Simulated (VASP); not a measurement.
A run of VASP 6.6.1:

The input INCAR:

```
SYSTEM = TaN
PREC = Accurate ; ENCUT = 520
EDIFF = 1E-7 ; ISMEAR = 0
SIGMA = 0.1 ; LREAL = .FALSE.
LASPH = .TRUE. ; NELM = 100
ALGO = Normal ; ISIF = 2
LWAVE = .FALSE. ; LCHARG = .TRUE.
GGA = PE ; LELF = .TRUE.
LVHAR = .TRUE. ; NBANDS = 15
```

Contents of KPOINTS:

```
Automatic mesh
0
G
  16 16 16
  0 0 0
```

POSCAR

```
TaN
1.0
    0.0000000000      2.2304026100      2.2304026100
    2.2304026100      0.0000000000      2.2304026100
    2.2304026100      2.2304026100      0.0000000000
Ta N
1 1
Direct
    0.5000000000      0.5000000000      0.5000000000
    0.0000000000      0.0000000000      0.0000000000
```

Potentials or basis: VASP PAW PBE potentials, release 64 (Ta_pv, N).

The run is started by

```sh
$ cat potpaw_PBE.64/Ta_pv/POTCAR potpaw_PBE.64/N/POTCAR > POTCAR
$ mpirun -np 1 vasp_std > vasp.out
```

Hardware: 1 thread of Intel(R) Xeon(R) 6975P-C (Granite Rapids) (shared host).

Task: How long does it take, and how much memory?

Result: It took 14 s on 1 thread of Intel(R) Xeon(R) 6975P-C (Granite Rapids) (shared host), peak memory 0.17 GiB. Counts: scf iterations 14, k points 145.
